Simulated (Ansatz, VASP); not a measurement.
InSb in VASP and in Ansatz

The input POSCAR:

```
InSb
1.0
    0.0000000000      3.3778984081      3.3778984081
    3.3778984081      0.0000000000      3.3778984081
    3.3778984081      3.3778984081      0.0000000000
In Sb
1 1
Direct
    0.0000000000      0.0000000000      0.0000000000
    0.2500000000      0.2500000000      0.2500000000
```

Contents of INCAR.step1:

```
SYSTEM = InSb
  PREC = Accurate
  ENCUT = 520
  ISMEAR = -1
  SIGMA = 0.02
  LREAL = .False.
  LASPH = .True.
  NELM = 100
  NBANDS = 16
  GGA = PE
  ALGO = Normal
  EDIFF = 1E-4
  LWAVE = .True.
  LCHARG = .False.
```

Contents of INCAR.step2:

```
SYSTEM = InSb
  PREC = Accurate
  ENCUT = 520
  EDIFF = 1E-6
  ISMEAR = -1
  SIGMA = 0.02
  LREAL = .False.
  LASPH = .True.
  NELM = 100
  ALGO = Normal
  ISIF = 2
  LWAVE = .False.
  LCHARG = .True.
  METAGGA = R2SCAN
  LMIXTAU = .True.
  LELF = .True.
  LVHAR = .True.
  NBANDS = 16
  ISTART = 1
```

File KPOINTS:

```
Automatic mesh
0
Gamma
  6 6 6
  0 0 0
```

Input for Ansatz:

```yaml
crystal:
  lattice:
    - [0.0, 3.3778984081, 3.3778984081]
    - [3.3778984081, 0.0, 3.3778984081]
    - [3.3778984081, 3.3778984081, 0.0]
  atoms:
    - { symbol: In, position: [0.0, 0.0, 0.0] }
    - { symbol: Sb, position: [0.25, 0.25, 0.25] }
kpoints:
  mp_grid: { grid: [6, 6, 6] }
  band_path:
    path:
      - [0.0, 0.0, 0.0]
      - [-0.5, -0.5, 0.0]
      - [-0.375, -0.375, 0.25]
      - [-0.375, 0.0, 0.375]
      - [0.0, 0.0, 0.5]
      - [-0.5, -0.25, 0.25]
    npoints: 1
hamiltonian:
  xc: r2scan
scf:
  occupations: { method: fermi_dirac, width: 0.02 }
  n_extra_bands: 4
output:
  forces: true
  stress: true
  eigenvalues: true
```

Change from the starting cell: hydrostatic strain +3.0%.

Alike in both runs: task single point; functional r2SCAN; k mesh 6 × 6 × 6; occupations fermi-dirac, width 0.02 eV; no spin polarisation.

|  | VASP | Ansatz |
| --- | --- | --- |
| version | VASP 6.6.1 | Ansatz 0.2.0 |
| potentials or method | VASP PAW PBE potentials, release 64 (In_d, Sb) | plane waves, PAW |
| plane-wave cutoff (eV) | 520 | 500 |
| valence electrons in the cell | 18 | 28 |

```csv
,VASP,Ansatz,Ansatz less VASP
pressure (GPa),-3.1,-3.1,+0.01
```

VASP's potentials were made for PBE, not for r2SCAN. VASP's potentials hold 18 valence electrons a cell and Ansatz's 28, so a difference there can come from the potentials and not from the codes.

Neither program's run includes spin-orbit coupling.
